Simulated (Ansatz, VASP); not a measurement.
One calculation of SrCl2, two programs

The input INCAR:

```
ALGO = Normal
EDIFF = 1E-7
ENCUT = 520
GGA = CA
ISIF = 2
ISMEAR = 0
LASPH = True
LCHARG = False
LREAL = False
LWAVE = False
NBANDS = 19
NELM = 60
PREC = Accurate
SIGMA = 0.05
```

Contents of KPOINTS:

```
k-points
0
Gamma
  6 6 6
```

Contents of POSCAR:

```
SrCl2
1.0
   -1.1020045878      3.0305126165      3.0305126165
    3.0305126165     -1.1020045878      3.0305126165
    3.0305126165      3.0305126165     -1.1020045878
Sr Cl
1 2
Direct
    0.0000000000      0.0000000000      0.0000000000
    0.2500000000      0.2500000000      0.2500000000
    0.7500000000      0.7500000000      0.7500000000
```

Input for Ansatz:

```yaml
crystal:
  lattice:
    - [-1.1020045878, 3.0305126165, 3.0305126165]
    - [3.0305126165, -1.1020045878, 3.0305126165]
    - [3.0305126165, 3.0305126165, -1.1020045878]
  atoms:
    - { symbol: Sr, position: [0.0, 0.0, 0.0] }
    - { symbol: Cl, position: [0.25, 0.25, 0.25] }
    - { symbol: Cl, position: [0.75, 0.75, 0.75] }
basis:
  ecutwfc: 420
kpoints:
  mp_grid: { grid: [6, 6, 6] }
hamiltonian:
  xc: lda
scf:
  occupations: { method: gaussian, width: 0.05 }
output:
  forces: true
  stress: true
  eigenvalues: true
```

Alike in both runs: task single point; functional LDA; k mesh 6 × 6 × 6; occupations gaussian, width 0.05 eV; no spin polarisation.

|  | VASP | Ansatz |
| --- | --- | --- |
| version | VASP 6.6.1 | Ansatz 0.2.0 |
| potentials or method | VASP PAW LDA potentials, release 64 (Sr_sv, Cl), cutoff 520 eV | scalar-relativistic, plane waves, PAW |
| valence electrons in the cell | 24 | 24 |

VASP gave:

- gap on the k mesh at the Fermi level (eV): 3.04
- least direct gap on the mesh (eV): 3.04
- pressure (GPa): 24.5
- traceless stress, the component that is largest in VASP (GPa): 29.55
- rms of the force components (eV/Å): 4.945

Problem. Estimate Ansatz's values.

Solution. gap on the k mesh at the Fermi level (eV): 3.08; least direct gap on the mesh (eV): 3.08; pressure (GPa): 23.8; traceless stress, the component that is largest in VASP (GPa): 28.80; rms of the force components (eV/Å): 4.813.

LDA's correlation is that of Perdew and Zunger in VASP and of Perdew and Wang (1992) in Ansatz. Atom by atom the forces differ by 0.132 eV/Å (rms over components).
